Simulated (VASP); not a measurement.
Al, 1 atom in the cell. Symmetry: Fm-3m, No. 225, cubic system. The conventional cell has a = 4.050 Å, b = 4.050 Å, c = 4.050 Å, α = 90.00°, β = 90.00°, γ = 90.00°. Al (site symmetry m-3m) has 12 Al at 2.86 Å within 3.8 Å. 

| Property | Result |
| --- | --- |
| Program | VASP 6.6.1 |
| Task | single point |
| Functional | M06-L |
| Potentials or basis | VASP PAW PBE potentials, release 64 (Al) |
| Cutoff | 440 eV |
| k mesh | 11 × 11 × 11 |
| Occupations | methfessel-paxton, width 0.1 eV |
| Spin | no spin polarisation |
| Tolerance level | standard |
| Purpose | a run that is hard to end |
| Way | PBE orbitals, then all bands at once (ALGO All, ISEARCH 1) |
| Further INCAR settings | ALGO = All; EDIFF = 1e-06 |

Potentials or basis: VASP PAW PBE potentials, release 64 (Al).

The run is started by

```sh
$ cat potpaw_PBE.64/Al/POTCAR > POTCAR
$ cp INCAR.step1 INCAR
$ mpirun -np 1 vasp_std > vasp.out
$ cp INCAR.step2 INCAR
$ mpirun -np 1 vasp_std > vasp.out
```

Hardware: 1 thread of Intel(R) Xeon(R) 6975P-C (Granite Rapids) (shared host).

Question: Estimate the wall time of this run.

Answer: It took 10 s on 1 thread of Intel(R) Xeon(R) 6975P-C (Granite Rapids), with other jobs on the host, peak memory 0.12 GiB. Counts: k points 56.
